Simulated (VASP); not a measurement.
# Ge (P6_3/mmc) in VASP: notebook, part 2 of 3

VASP 6.6.1.

## Step 3: Single point, PBEsol (16.15 Å³/atom)

This run uses another cell than the first one, of 16.15 Å³/atom.

The input, INCAR:

```
PREC = Accurate
ENCUT = 520
EDIFF = 1E-6
ISMEAR = -1
SIGMA = 0.1
LREAL = F
LASPH = T
NELM = 60
ALGO = Normal
ISIF = 2
LWAVE = F
LCHARG = T
GGA = PS
LELF = T
LVHAR = T
NBANDS = 21
```

The input, KPOINTS:

```
Automatic mesh
0
Gamma
  14 14 8
```

The input, POSCAR:

```
Ge
1.0
    2.8844567592      0.0000000000      0.0000000000
   -1.4422283796      2.4980128296      0.0000000000
    0.0000000000      0.0000000000      4.4825196538
Ge
2
Direct
    0.3333333333      0.6666666667      0.2500000000
    0.6666666667      0.3333333333      0.7500000000
```

Potentials or basis: VASP PAW PBE potentials, release 64 (Ge_d).

The run is started by

```sh
$ cat potpaw_PBE.64/Ge_d/POTCAR > POTCAR
$ mpirun -np 1 vasp_std > vasp.out
```

OUTCAR:

```text
PREC = Accurate
   ENCUT = 520
   EDIFF = 1E-6
   ISMEAR = -1
   LREAL = F
   LASPH = T
   NELM = 60
   ISIF = 2
   GGA = PS

 ion  position               nearest neighbor table
   1  0.333  0.667  0.250-   2 2.79   2 2.79   2 2.79   2 2.79   2 2.79   2 2.79
   2  0.667  0.333  0.750-   1 2.79   1 2.79   1 2.79   1 2.79   1 2.79   1 2.79

  LATTYP: Found a hexagonal cell.
 ALAT       =     2.8844567592
 C/A-ratio  =     1.5540256027

  Lattice vectors:

 A1 = (   2.8844567592,   0.0000000000,   0.0000000000)
 A2 = (  -1.4422283796,   2.4980128296,   0.0000000000)
 A3 = (   0.0000000000,   0.0000000000,   4.4825196538)

Analysis of symmetry for initial positions (statically):
=====================================================================
 Subroutine PRICEL returns:
 Original cell was already a primitive cell.

 Routine SETGRP: Setting up the symmetry group for a
 hexagonal supercell.

 Subroutine GETGRP returns: Found 24 space group operations
 (whereof 12 operations were pure point group operations)
 out of a pool of 24 trial point group operations.

The static configuration has the point symmetry D_3d.
 The point group associated with its full space group is D_6h.

Analysis of symmetry for dynamics (positions and initial velocities):
=====================================================================
 Subroutine PRICEL returns:
 Original cell was already a primitive cell.

 Routine SETGRP: Setting up the symmetry group for a
 hexagonal supercell.

 Subroutine GETGRP returns: Found 24 space group operations
 (whereof 12 operations were pure point group operations)
 out of a pool of 24 trial point group operations.

The dynamic configuration has the point symmetry D_3d.
 The point group associated with its full space group is D_6h.

 Subroutine INISYM returns: Found 24 space group operations
 (whereof 12 operations are pure point group operations),
 and found     1 'primitive' translations

----------------------------------------------------------------------------------------

                                     Primitive cell

  volume of cell :      32.2984

  direct lattice vectors                    reciprocal lattice vectors
     2.884456759  0.000000000  0.000000000     0.346685731  0.200159100  0.000000000
    -1.442228380  2.498012830  0.000000000     0.000000000  0.400318200  0.000000000
     0.000000000  0.000000000  4.482519654     0.000000000  0.000000000  0.223088815

  length of vectors
     2.884456759  2.884456759  4.482519654     0.400318200  0.400318200  0.223088815

  position of ions in fractional coordinates (direct lattice)
     0.333333333  0.666666667  0.250000000
     0.666666667  0.333333333  0.750000000

  ion indices of the primitive-cell ions
   primitive index   ion index
                 1           1
                 2           2

----------------------------------------------------------------------------------------

 KPOINTS: Automatic mesh

Automatic generation of k-mesh.
 Grid dimensions read from file:
 generate k-points for:   14   14    8

 Generating k-lattice:

  Cartesian coordinates                     Fractional coordinates (reciprocal lattice)
     0.024763266  0.014297079  0.000000000     0.071428571  0.000000000  0.000000000
     0.000000000  0.028594157  0.000000000     0.000000000  0.071428571  0.000000000
     0.000000000  0.000000000  0.027886102     0.000000000  0.000000000  0.125000000

  Length of vectors
     0.028594157  0.028594157  0.027886102

  Shift w.r.t. Gamma in fractional coordinates (k-lattice)
     0.000000000  0.000000000  0.000000000

 Subroutine IBZKPT returns following result:
 ===========================================

 Found    120 irreducible k-points:

 Following reciprocal coordinates:
            Coordinates               Weight
  0.000000  0.000000  0.000000      1.000000
  0.071429  0.000000  0.000000      6.000000
  0.142857  0.000000  0.000000      6.000000
  0.214286  0.000000  0.000000      6.000000
  0.285714  0.000000  0.000000      6.000000
  0.357143  0.000000  0.000000      6.000000
[... 16 lines left out ...]
  0.285714  0.285714  0.000000      6.000000
  0.357143  0.285714  0.000000      6.000000
 [... further k-points ...]
   k-points           NKPTS =    120   k-points in BZ     NKDIM =    120   number of bands    NBANDS=     21
   number of dos      NEDOS =    301   number of ions     NIONS =      2
   total plane-waves  NPLWV =  20736
   dimension x,y,z NGX =    24 NGY =   24 NGZ =   36
   dimension x,y,z NGXF=    48 NGYF=   48 NGZF=   72
   ions per type =               2
   NGX,Y,Z   is equivalent  to a cutoff of  13.83, 13.83, 13.35 a.u.
   NGXF,Y,Z  is equivalent  to a cutoff of  27.66, 27.66, 26.70 a.u.
 SYSTEM =  unknown system
   PREC   = accura    normal or accurate (medium, high low for compatibility)
   ISTART =      0    job   : 0-new  1-cont  2-samecut
   ICHARG =      2    charge: 1-file 2-atom 10-const
   ISPIN  =      1    spin polarized calculation?
   LNONCOLLINEAR =      F non collinear calculations
   LSORBIT =      F    spin-orbit coupling
   LASPH  =      T    aspherical Exc in radial PAW
   ENCUT  =  520.0 eV  38.22 Ry    6.18 a.u.   5.36  5.36  8.33*2*pi/ulx,y,z
   NELM   =     60;   NELMIN=  2; NELMDL= -5     # of ELM steps
   EDIFF  = 0.1E-05   stopping-criterion for ELM
   LREAL  =      F    real-space projection
   EDIFFG = 0.1E-04   stopping-criterion for IOM
   NSW    =      0    number of steps for IOM
   IBRION =     -1    ionic relax: 0-MD 1-quasi-New 2-CG
   NFREE  =      0    steps in history (QN), initial steepest desc. (CG)
   ISIF   =      2    stress and relaxation
   ISYM   =      2    0-nonsym 1-usesym 2-fastsym
   POTIM  = 0.5000    time-step for ionic-motion
   TEBEG  =    0.0;   TEEND  =   0.0 temperature during run
   PSTRESS=    0.0 pullay stress
   NELECT =      28.0000    total number of electrons
   NUPDOWN=      -1.0000    fix difference up-down
   EMIN   =  10.00;   EMAX   =-10.00  energy-range for DOS
   EFERMI =   0.00;   METHOD = LEGACY
   ISMEAR =    -1;   SIGMA  =   0.10  broadening in eV -4-tet -1-fermi 0-gaus
   EFERMI_NEDOS =   21; number of points for ismear=-14 and -15
   IALGO  =     38    algorithm
   IMIX   =      4    mixing-type and parameters
     AMIX     =   0.40;   BMIX     =  1.00
     AMIX_MAG =   1.60;   BMIX_MAG =  1.00
  volume/ion in A,a.u.               =      16.15       108.98
  Fermi-wavevector in a.u.,A,eV,Ry     =   1.560992  2.949846 33.153241  2.436694
  Thomas-Fermi vector in A             =   2.664122
   LORBIT       =      0    0 simple, 1 ext, 2 COOP (PROOUT), +10 PAW based schemes
   GGA     = PS    functional components
   LHFCALC =     F    Hartree Fock is set to
   AEXX    =    0.0000 exact exchange contribution
   IVDW    =     0    specifies the selected vdW correction
   LEPSILON=     F    determine dielectric tensor
   LRPA    =     F    only Hartree local field effects (RPA)
 non-spin polarized calculation
  energy-cutoff  :      520.00
  volume of cell :       32.30
 maximum number of plane-waves:       894
 NGX is ok and might be reduce to    24
   NGX = 11   NGY = 11   NGZ = 17

 number of electron      27.9999991 magnetization

 Free energy of the ion-electron system (eV)
  ---------------------------------------------------
  ext. energy  EPLUGINS =         0.00000000
  ---------------------------------------------------
  free energy    TOTEN  =        -9.15030337 eV

  energy without entropy =       -9.12016663  energy(sigma->0) =       -9.13523500

 E-fermi :   8.4936     XC(G=0): -12.2428

 val. band max:        8.4506308939   @ k =   0.2143   0.0714   0.2500
 cond. band min:       8.5070941615   @ k =   0.2857   0.2857   0.2500
 fundamental gap:      0.0564632676
 Fermi energy:         8.4936411887

 k-point     1 :       0.0000    0.0000    0.0000
  band No.  band energies     occupation
      1     -16.3020      2.00000
      2     -16.2724      2.00000
      3     -16.2724      2.00000
      4     -16.2671      2.00000
      5     -16.2574      2.00000
      6     -16.2574      2.00000
[... 13 lines left out ...]
     20      21.6621      0.00000
     21      23.6322      0.00000
[... 529 lines left out ...]
 k-point    24 :       0.3571    0.2857    0.0000
  band No.  band energies     occupation
      1     -16.3530      2.00000
      2     -16.2814      2.00000
      3     -16.2594      2.00000
      4     -16.2530      2.00000
      5     -16.2351      2.00000
      6     -16.2238      2.00000
[... 13 lines left out ...]
     20      24.5103      0.00000
     21      27.6582      0.00000

 [... further k-points ...]

------------------------ aborting loop because EDIFF is reached ----------------------------------------

  FORCE on cell =-STRESS in cart. coord.  units (eV):
  Direction    XX          YY          ZZ          XY          YZ          ZX
  --------------------------------------------------------------------------------------
  -------------------------------------------------------------------------------------
  Total        2.3419615      2.3419615      2.9838865     -0.0000000     -0.0000000     -0.0000000
  in kB      116.1741322    116.1741322    148.0171291     -0.0000000     -0.0000000     -0.0000000
  external PRESSURE =     126.7884645 kB  Pullay stress =       0.0000000 kB

 VOLUME and BASIS-vectors are now :
 -----------------------------------------------------------------------------
  energy-cutoff  :      520.00
  volume of cell :       32.30
      direct lattice vectors                 reciprocal lattice vectors
     2.884456759  0.000000000  0.000000000     0.346685731  0.200159100  0.000000000
    -1.442228380  2.498012830  0.000000000     0.000000000  0.400318200  0.000000000
     0.000000000  0.000000000  4.482519654     0.000000000  0.000000000  0.223088815

 POSITION                                       TOTAL-FORCE (eV/Angst)
 -----------------------------------------------------------------------------------
     -0.00000      1.66534      1.12063         0.000000     -0.000000      0.000000
      1.44223      0.83267      3.36189        -0.000000      0.000000      0.000000
 -----------------------------------------------------------------------------------
    total drift:                                0.000000     -0.000000      0.000000

  FREE ENERGIE OF THE ION-ELECTRON SYSTEM (eV)
  ---------------------------------------------------
  free  energy   TOTEN  =        -9.1503033722 eV

  energy  without entropy=       -9.1201666319  energy(sigma->0) =       -9.13523500
```

OSZICAR:

```text
N       E                     dE             d eps       ncg     rms          rms(c)
DAV:   1     0.165145315446E+03    0.16515E+03   -0.13984E+04  5955   0.396E+03
DAV:   2     0.117790116691E+02   -0.15337E+03   -0.14829E+03  5060   0.561E+02
DAV:   3    -0.872396114417E+01   -0.20503E+02   -0.20294E+02  5646   0.126E+02
DAV:   4    -0.920493080415E+01   -0.48097E+00   -0.48057E+00  5722   0.226E+01
DAV:   5    -0.921137028425E+01   -0.64395E-02   -0.64392E-02  5716   0.276E+00    0.217E+00
DAV:   6    -0.916869231191E+01    0.42678E-01   -0.33964E-02  6966   0.335E+00    0.115E+00
DAV:   7    -0.915102589845E+01    0.17666E-01   -0.18763E-02  6910   0.197E+00    0.113E-01
DAV:   8    -0.915029667777E+01    0.72922E-03   -0.16024E-03  6215   0.769E-01    0.369E-02
DAV:   9    -0.915030241711E+01   -0.57393E-05   -0.41925E-05  5631   0.776E-02    0.683E-03
DAV:  10    -0.915030353492E+01   -0.11178E-05   -0.77412E-07  4055   0.957E-03    0.487E-04
DAV:  11    -0.915030337220E+01    0.16272E-06   -0.12988E-07  3280   0.501E-03
   1 F= -.91503034E+01 E0= -.91352350E+01  d E =-.301367E-01
```

Wall time 90 s (1 thread of Intel Xeon 8259CL, shared host); peak memory 0.2 GiB.

What came out:

| Item | Value |
| --- | --- |
| Free energy | -9.1503 eV |
| Pressure | 12.7 GPa |
| Band gap on the k mesh | zero (bands 14 and 15 overlap by 10.79 eV) |

Stress tensor (GPa, compression positive):
```
11.62  0.00  0.00
 0.00 11.62  0.00
 0.00  0.00 14.80
```

Caveat: the cell stands under pressure; the PAW data sets were made with another functional, which shifts forces and pressure a little.

[end of part 2 of 3]

The gap in the log of VASP goes by the Fermi energy; the results here count the filled bands.